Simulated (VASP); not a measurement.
Wanted: the native input for a VASP 6.6.1 run.

| Quantity | Value |
| --- | --- |
| Task | single point |
| Functional | RPBE |
| Dispersion | D4 |
| Potentials or basis | VASP PAW PBE potentials, release 64 (Mn_sv, O) |
| Cutoff | 700 eV |
| k mesh | 10 × 10 × 10 |
| Occupations | gaussian, width 0.05 eV |
| Spin | collinear spin, ferromagnetic start |
| Starting moments | [4.74, 0.17] μB |
| Hubbard terms | Mn d U = 3.9 eV |
| Dipole correction | no |
| Further INCAR settings | ALGO = Normal; EDIFF = 1e-06; NBANDS = 22 |

The structure of MnO lies in POSCAR:

```
MnO
1.0
    0.0000000000      2.2441827338      2.2441827338
    2.2441827338      0.0000000000      2.2441827338
    2.2441827338      2.2441827338      0.0000000000
Mn O
1 1
Direct
    0.0000000000      0.0000000000      0.0000000000
    0.5000000000      0.5000000000      0.5000000000
```

The input as run:

INCAR

```
SYSTEM = MnO
ALGO = Normal
EDIFF = 1E-6
ENCUT = 700
GGA = RP
GGA_COMPAT = .False.
ISIF = 2
ISMEAR = 0
ISPIN = 2
IVDW = 13
LASPH = .True.
LCHARG = .False.
LDAU = .True.
LDAUJ = 0 0
LDAUL = 2 -1
LDAUPRINT = 1
LDAUTYPE = 2
LDAUU = 3.9 0
LMAXMIX = 4
LORBIT = 11
LREAL = .False.
LWAVE = .False.
MAGMOM = 4.74 0.17
NBANDS = 22
NELM = 200
PREC = Accurate
SIGMA = 0.05
```

KPOINTS

```
k-points
0
Gamma
  10 10 10
  0 0 0
```

Potentials or basis: VASP PAW PBE potentials, release 64 (Mn_sv, O).

The run is started by

```sh
$ cat potpaw_PBE.64/Mn_sv/POTCAR potpaw_PBE.64/O/POTCAR > POTCAR
$ mpirun -np 1 vasp_std > vasp.out
```

It gave:

| Property | Result |
| --- | --- |
| Pressure | 0.1 GPa |
| Band gap on the k mesh | 0.17 eV (least direct gap 2.54 eV) |
| Net moment | 5.00 μB per cell |
| Site moments | Mn +4.52; O +0.15 μB |
| Valence electrons inside the program's atomic spheres | Mn 12.88; O 5.01 |
| Dispersion energy per atom | -0.658 eV |

Caveat: the PAW data sets were made with another functional, which shifts forces and pressure a little; a cell with one magnetic atom can't hold antiferromagnetic order, which such compounds often take.

Wall time 45 s on 1 thread of Intel(R) Xeon(R) 6975P-C (Granite Rapids) (shared host), peak memory 0.2 GiB.
